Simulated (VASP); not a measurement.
## BeTe: single point with HSE06

BeTe:

```
Be Te
1.0
     0.00000    2.68719    2.93083
     2.68719    0.00000    2.93083
     2.68719    2.68719    0.00000
Be Te
1 1
Direct
  0.00000 0.00000 0.00000
  0.25000 0.25000 0.25000
```

This cell differs from its parent crystal: epitaxial xy strain -5.0%.

* Program: VASP 6.6.1
* Task: single point
* Functional: HSE06
* Potentials or basis: VASP PAW PBE potentials, release 64 (Be, Te)
* Cutoff: 520 eV
* k mesh: 6 × 6 × 6
* Occupations: gaussian, width 0.01 eV
* Spin: no spin polarisation

```json
{
 "Pressure": "3.4 GPa",
 "Band gap on the k mesh": "2.09 eV (least direct gap 4.21 eV)"
}
```

Stress tensor (GPa, compression positive):
```
 5.71  0.00  0.00
 0.00  5.71  0.00
 0.00  0.00 -1.13
```

Levels at points of the mesh, in eV from the valence-band top:
| k point | band 1 | band 2 | band 3 | band 4 | band 5 | band 6 | band 7 | band 8 |
| --- | --- | --- | --- | --- | --- | --- | --- | --- |
| (0.00, 0.00, 0.00) | -14.04 | -0.60 | 0.00 | 0.00 | 4.21 | 4.21 | 4.39 | 4.73 |
| (0.50, 0.00, 0.00) | -12.36 | -6.68 | -1.95 | -1.06 | 3.45 | 5.29 | 5.59 | 8.70 |
| (0.50, 0.50, 0.00) | -12.04 | -6.51 | -2.82 | -2.82 | 2.76 | 3.60 | 11.15 | 11.15 |
| (0.50, 0.00, 0.50) | -11.60 | -5.99 | -3.60 | -3.39 | 2.09 | 2.88 | 10.64 | 11.07 |

Run time: 18 min on 1 thread of Intel(R) Xeon(R) Platinum 8375C CPU @ 2.90GHz (Ice Lake), on a shared host, peak memory 0.29 GiB.

Caveat: the cell differs from its parent crystal (epitaxial xy strain -5.0%); the cell stands under pressure; the PAW data sets were made with another functional, which shifts forces and pressure a little; spin-orbit coupling is left out, which moves the levels of the heavy elements. A k mesh can miss the band edges.
